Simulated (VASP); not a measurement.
# LiCu2B2H8Cl2O8 (P-4) in VASP: electric field gradients with r2SCAN

Aim: the electric field gradients of LiCu2B2H8Cl2O8 with r2SCAN.

Program: VASP 6.6.1. These are calculated values, not measurements. Logs are shortened: lines on timing, memory, paths and dates and some standing lists are left out, and cuts for length are marked.

### Step 1. The cell of the first run

Symmetry: P-4, No. 81, tetragonal system. Conventional cell: a = 6.418 Å, b = 6.418 Å, c = 5.398 Å, α = 90.00°, β = 90.00°, γ = 90.00°. Li (site symmetry -4) has 4 O at 2.17 Å and 4 H at 2.48 Å and 2 B at 2.70 Å within 2.9 Å. Cu (site symmetry 2) has 4 O at 2.08 to 2.16 Å and 6 H at 2.57 to 2.71 Å and 2 Cl at 2.62 to 2.78 Å within 2.8 Å. B (site symmetry -4) has 4 O at 1.48 Å and 4 H at 2.04 Å within 2.1 Å. B (site symmetry -4) has 4 O at 1.49 Å and 4 H at 2.05 Å within 2.1 Å. H (site symmetry 1) has 1 O at 0.98 Å within 1.3 Å. H (site symmetry 1) has 1 O at 0.99 Å within 1.3 Å. Within 3.0 Å of Cl (site symmetry 2) lie 4 H at 2.27 to 2.33 Å and 2 Cu at 2.62 to 2.78 Å. O (site symmetry 1) has 1 H at 0.99 Å within 1.3 Å.

### Step 2. Electric field gradients, r2SCAN

The input, POSCAR:

```
LiCu2B2H8Cl2O8
1.0
    6.4184770036      0.0000000000      0.0000000000
    0.0000000000      6.4184770036      0.0000000000
    0.0000000000      0.0000000000      5.3979560001
Li Cu B H Cl O
1 2 2 8 2 8
Direct
    0.5000000000      0.5000000000      0.5000000000
    0.5000000000      0.0000000000      0.8649820000
    0.0000000000      0.5000000000      0.1350180000
    0.0000000000      0.0000000000      0.0000000000
    0.5000000000      0.5000000000      0.0000000000
    0.1475510000      0.1764560000      0.7404410000
    0.8524490000      0.8235440000      0.7404410000
    0.6695630000      0.7225230000      0.1839600000
    0.3304370000      0.2774770000      0.1839600000
    0.8235440000      0.1475510000      0.2595590000
    0.1764560000      0.8524490000      0.2595590000
    0.2774770000      0.6695630000      0.8160400000
    0.7225230000      0.3304370000      0.8160400000
    0.5000000000      0.0000000000      0.3507730000
    0.0000000000      0.5000000000      0.6492270000
    0.5693780000      0.3278420000      0.8351280000
    0.4306220000      0.6721580000      0.8351280000
    0.0551600000      0.8181860000      0.1564790000
    0.9448400000      0.1818140000      0.1564790000
    0.6721580000      0.5693780000      0.1648720000
    0.3278420000      0.4306220000      0.1648720000
    0.1818140000      0.0551600000      0.8435210000
    0.8181860000      0.9448400000      0.8435210000
```

The input, INCAR.step1:

```
SYSTEM = LiCu2B2H8Cl2O8
ALGO = Normal
EDIFF = 1E-4
ENCUT = 520
GGA = PE
ISMEAR = -1
LASPH = .True.
LCHARG = .False.
LREAL = Auto
LWAVE = .True.
NBANDS = 68
NELM = 60
PREC = Accurate
SIGMA = 0.05
```

The input, INCAR.step2:

```
SYSTEM = LiCu2B2H8Cl2O8
ALGO = Normal
EDIFF = 1E-8
ENCUT = 520
ISIF = 2
ISMEAR = -1
ISTART = 1
LASPH = .True.
LCHARG = .False.
LEFG = .True.
LMIXTAU = .True.
LREAL = Auto
LWAVE = .False.
METAGGA = R2SCAN
NBANDS = 68
NELM = 60
PREC = Accurate
SIGMA = 0.05
```

The input, KPOINTS:

```
k-points
0
Gamma
  5 5 6
  0 0 0
```

Potentials or basis: VASP PAW PBE potentials, release 64 (Li_sv, Cu, B, H, Cl, O).

Launch:

```sh
$ cat potpaw_PBE.64/Li_sv/POTCAR potpaw_PBE.64/Cu/POTCAR potpaw_PBE.64/B/POTCAR potpaw_PBE.64/H/POTCAR potpaw_PBE.64/Cl/POTCAR potpaw_PBE.64/O/POTCAR > POTCAR
$ cp INCAR.step1 INCAR
$ mpirun -np 1 vasp_std > vasp.out
$ cp INCAR.step2 INCAR
$ mpirun -np 1 vasp_std > vasp.out
```

OUTCAR:

```text
SYSTEM = LiCu2B2H8Cl2O8
   EDIFF = 1E-8
   ENCUT = 520
   ISIF = 2
   ISMEAR = -1
   ISTART = 1
   LASPH = .True.
   LREAL = Auto
   METAGGA = R2SCAN
   NELM = 60
   PREC = Accurate

 ion  position               nearest neighbor table
   1  0.500  0.500  0.500-  16 2.17  17 2.17  20 2.17  21 2.17
   2  0.500  0.000  0.865-  22 2.08  23 2.08  16 2.16  17 2.16  14 2.62
   3  0.000  0.500  0.135-  18 2.08  19 2.08  20 2.16  21 2.16  15 2.62
   4  0.000  0.000  0.000-  18 1.48  19 1.48  22 1.48  23 1.48
   5  0.500  0.500  0.000-  16 1.49  17 1.49  20 1.49  21 1.49
   6  0.148  0.176  0.740-  22 0.98
   7  0.852  0.824  0.740-  23 0.98
   8  0.670  0.723  0.184-  20 0.99
   9  0.330  0.277  0.184-  21 0.99
  10  0.824  0.148  0.260-  19 0.98
  11  0.176  0.852  0.260-  18 0.98
  12  0.277  0.670  0.816-  17 0.99
  13  0.723  0.330  0.816-  16 0.99
  14  0.500  0.000  0.351-   2 2.62
  15  0.000  0.500  0.649-   3 2.62
  16  0.569  0.328  0.835-  13 0.99   5 1.49   2 2.16   1 2.17
  17  0.431  0.672  0.835-  12 0.99   5 1.49   2 2.16   1 2.17
  18  0.055  0.818  0.156-  11 0.98   4 1.48   3 2.08
  19  0.945  0.182  0.156-  10 0.98   4 1.48   3 2.08
  20  0.672  0.569  0.165-   8 0.99   5 1.49   3 2.16   1 2.17
  21  0.328  0.431  0.165-   9 0.99   5 1.49   3 2.16   1 2.17
  22  0.182  0.055  0.844-   6 0.98   4 1.48   2 2.08
  23  0.818  0.945  0.844-   7 0.98   4 1.48   2 2.08

  LATTYP: Found a simple tetragonal cell.
 ALAT       =     6.4184770036
 C/A-ratio  =     0.8410026237

  Lattice vectors:

 A1 = (   6.4184770036,   0.0000000000,   0.0000000000)
 A2 = (   0.0000000000,   6.4184770036,   0.0000000000)
 A3 = (   0.0000000000,   0.0000000000,   5.3979560001)

Analysis of symmetry for initial positions (statically):
=====================================================================
 Subroutine PRICEL returns:
 Original cell was already a primitive cell.

 Routine SETGRP: Setting up the symmetry group for a
 simple tetragonal supercell.

 Subroutine GETGRP returns: Found  4 space group operations
 (whereof  4 operations were pure point group operations)
[... 1771 lines left out ...]

 [... further k-points ...]

 [bands above 62 left out]

------------------------ aborting loop because EDIFF is reached ----------------------------------------

  FORCE on cell =-STRESS in cart. coord.  units (eV):
  Direction    XX          YY          ZZ          XY          YZ          ZX
  --------------------------------------------------------------------------------------
  -------------------------------------------------------------------------------------
  Total       -4.3683073     -4.3683073     -4.2065373     -0.0000858      0.0000000      0.0000000
  in kB      -31.4724422    -31.4724422    -30.3069340     -0.0006180      0.0000000      0.0000000
  external PRESSURE =     -31.0839394 kB  Pullay stress =       0.0000000 kB

 VOLUME and BASIS-vectors are now :
 -----------------------------------------------------------------------------
  energy-cutoff  :      520.00
  volume of cell :      222.38
      direct lattice vectors                 reciprocal lattice vectors
     6.418477004  0.000000000  0.000000000     0.155800200  0.000000000  0.000000000
     0.000000000  6.418477004  0.000000000     0.000000000  0.155800200  0.000000000
     0.000000000  0.000000000  5.397956000     0.000000000  0.000000000  0.185255308

 POSITION                                       TOTAL-FORCE (eV/Angst)
 -----------------------------------------------------------------------------------
      3.20924      3.20924      2.69898         0.000000      0.000000      0.000000
      3.20924      0.00000      4.66913         0.000000      0.000000     -0.054377
      0.00000      3.20924      0.72882         0.000000      0.000000      0.054377
      0.00000      0.00000      0.00000         0.000000      0.000000      0.000000
      3.20924      3.20924      0.00000         0.000000      0.000000      0.000000
      0.94705      1.13258      3.99687         0.089139     -0.300771      0.183473
[... 15 lines left out ...]
      1.16697      0.35404      4.55329        -0.148571      0.191478     -0.041650
      5.25151      6.06443      4.55329         0.148571     -0.191478     -0.041650
 -----------------------------------------------------------------------------------
    total drift:                               -0.000001     -0.000001      0.000000

  FREE ENERGIE OF THE ION-ELECTRON SYSTEM (eV)
  ---------------------------------------------------
  free  energy   TOTEN  =      -157.5331034250 eV

  energy  without entropy=     -157.4495857741  energy(sigma->0) =     -157.49134460

 Electric field gradients (V/A^2)
---------------------------------------------------------------------
 ion       V_xx      V_yy      V_zz      V_xy      V_xz      V_yz
---------------------------------------------------------------------
   1       0.502     0.502    -1.004    -0.000     0.000     0.000
   2      45.450     2.489   -47.939   -13.127     0.000    -0.000
   3       2.489    45.450   -47.939    13.127    -0.000    -0.000
   4       0.469     0.469    -0.938    -0.000     0.000    -0.000
   5       0.302     0.302    -0.604     0.000    -0.000     0.000
   6     -14.363    15.164    -0.801    -9.093     5.493   -26.211
[... 15 lines left out ...]
  22      11.162     7.005   -18.167   -17.895   -24.893  -117.328
  23      11.162     7.005   -18.167   -17.895    24.893   117.328
---------------------------------------------------------------------

 Electric field gradients after diagonalization (V/A^2)
 (convention: |V_zz| > |V_xx| > |V_yy|)
----------------------------------------------------------------------
 ion       V_xx      V_yy      V_zz     asymmetry (V_yy - V_xx)/ V_zz
----------------------------------------------------------------------
   1       0.502     0.502    -1.004       0.000
   2     -47.939    -1.204    49.143       0.951
   3     -47.939    -1.204    49.143       0.951
   4       0.469     0.469    -0.938       0.000
   5       0.302     0.302    -0.604       0.000
   6     -20.463   -16.306    36.769       0.113
[... 15 lines left out ...]
  22     112.534    17.623  -130.156       0.729
  23     112.534    17.623  -130.156       0.729
----------------------------------------------------------------------

           NMR quadrupolar parameters

 Cq : quadrupolar parameter    Cq=e*Q*V_zz/h
 eta: asymmetry parameters     (V_yy - V_xx)/ V_zz
 Q  : nuclear electric quadrupole moment in mb (millibarn)
----------------------------------------------------------------------
 ion       Cq(MHz)       eta       Q (mb)
----------------------------------------------------------------------
   1      -0.002       0.000       1.000
   2       0.119       0.951       1.000
   3       0.119       0.951       1.000
   4      -0.002       0.000       1.000
   5      -0.001       0.000       1.000
   6       0.089       0.113       1.000
[... 15 lines left out ...]
  22      -0.315       0.729       1.000
  23      -0.315       0.729       1.000
----------------------------------------------------------------------
```

OUTCAR.step1:

```text
SYSTEM = LiCu2B2H8Cl2O8
   EDIFF = 1E-4
   ENCUT = 520
   GGA = PE
   ISMEAR = -1
[... 1852 lines left out ...]
      0.94705      1.13258      3.99687        -0.008624      0.008250     -0.017478
[... 15 lines left out ...]
      1.16697      0.35404      4.55329        -0.047891     -0.027975     -0.010736
      5.25151      6.06443      4.55329         0.047891      0.027975     -0.010736
 -----------------------------------------------------------------------------------
    total drift:                               -0.000001     -0.000001      0.000000

  FREE ENERGIE OF THE ION-ELECTRON SYSTEM (eV)
  ---------------------------------------------------
  free  energy   TOTEN  =      -122.1445317679 eV

  energy  without entropy=     -122.0601407043  energy(sigma->0) =     -122.10233624
```

Wall time 66 min (1 thread of Intel Xeon 8259CL, shared host); peak memory 0.5 GiB.

Results:

```
Free energy                             : -157.5331 eV
Largest force                           : 0.501 eV/Å
Band gap on the k mesh                  : zero (an odd number of electrons rules out a gap without spin polarisation)
Largest electric field gradient by atom : Li -1.0; Cu +49.1; B -0.9, -0.6; H +36.8, +34.5 (each value once); Cl +35.0; O +106.5, -130.2 (each value once) V/Å²
```

Forces on the atoms (eV/Å):
```
Li   0.000  0.000  0.000
Cu   0.000  0.000 -0.054
Cu   0.000  0.000  0.054
B    0.000  0.000  0.000
B    0.000  0.000  0.000
H    0.089 -0.301  0.183
H   -0.089  0.301  0.183
H    0.028 -0.499 -0.041
H   -0.028  0.499 -0.041
H    0.301  0.089 -0.183
H   -0.301 -0.089 -0.183
H    0.499  0.028  0.041
H   -0.499 -0.028  0.041
Cl   0.000  0.000  0.007
Cl   0.000  0.000 -0.007
O    0.365  0.073  0.069
O   -0.365 -0.073  0.069
O    0.191  0.149  0.042
O   -0.191 -0.149  0.042
O   -0.073  0.365 -0.069
O    0.073 -0.365 -0.069
O   -0.149  0.191 -0.042
O    0.149 -0.191 -0.042
```

Levels at points of the mesh, in eV from the Fermi level:
| k point | band 47 | band 48 | band 49 | band 50 | band 51 | band 52 | band 53 | band 54 | band 55 | band 56 |
| --- | --- | --- | --- | --- | --- | --- | --- | --- | --- | --- |
| (0.00, 0.00, 0.00) | -1.17 | -1.08 | -1.07 | -0.37 | -0.26 | 3.22 | 5.14 | 6.31 | 6.79 | 6.83 |
| (0.00, 0.00, 0.50) | -1.07 | -0.37 | -0.28 | -0.19 | -0.15 | 5.07 | 5.18 | 6.74 | 6.80 | 6.80 |

Electric field gradients, principal values (V/Å²):
| atom | least | middle | greatest (by size) |
| --- | --- | --- | --- |
| 1 Li | 0.502 | 0.502 | -1.004 |
| 2 Cu | -1.204 | -47.939 | 49.143 |
| 3 Cu | -1.204 | -47.939 | 49.143 |
| 4 B | 0.469 | 0.469 | -0.938 |
| 5 B | 0.302 | 0.302 | -0.604 |
| 6 H | -16.306 | -20.463 | 36.769 |
| 7 H | -16.306 | -20.463 | 36.769 |
| 8 H | -15.715 | -18.740 | 34.455 |
| 9 H | -15.715 | -18.740 | 34.455 |
| 10 H | -16.306 | -20.463 | 36.769 |
| 11 H | -16.306 | -20.463 | 36.769 |
| 12 H | -15.715 | -18.740 | 34.455 |
| 13 H | -15.715 | -18.740 | 34.455 |
| 14 Cl | -17.333 | -17.631 | 34.965 |
| 15 Cl | -17.333 | -17.631 | 34.965 |
| 16 O | -4.959 | -101.545 | 106.505 |
| 17 O | -4.959 | -101.545 | 106.505 |
| 18 O | 17.623 | 112.534 | -130.156 |
| 19 O | 17.623 | 112.534 | -130.156 |
| 20 O | -4.959 | -101.545 | 106.505 |
| 21 O | -4.959 | -101.545 | 106.505 |
| 22 O | 17.623 | 112.534 | -130.156 |
| 23 O | 17.623 | 112.534 | -130.156 |

Caveat: the cutoff is under 1.25 times the usual one of these potentials, so pressure, stress and relaxed cells hold a basis-set (Pulay) error; without QUAD_EFG the Cq values of the log hold for a quadrupole moment of 1 mb, not for the nuclei; the PAW data sets were made with another functional, which shifts forces and pressure a little; an odd number of electrons without spin polarisation forces a metal; a magnetic or distorted state may lie lower. With open d or f shells a metallic result of r2SCAN can be an artefact of self-interaction; +U or a hybrid may open a gap.
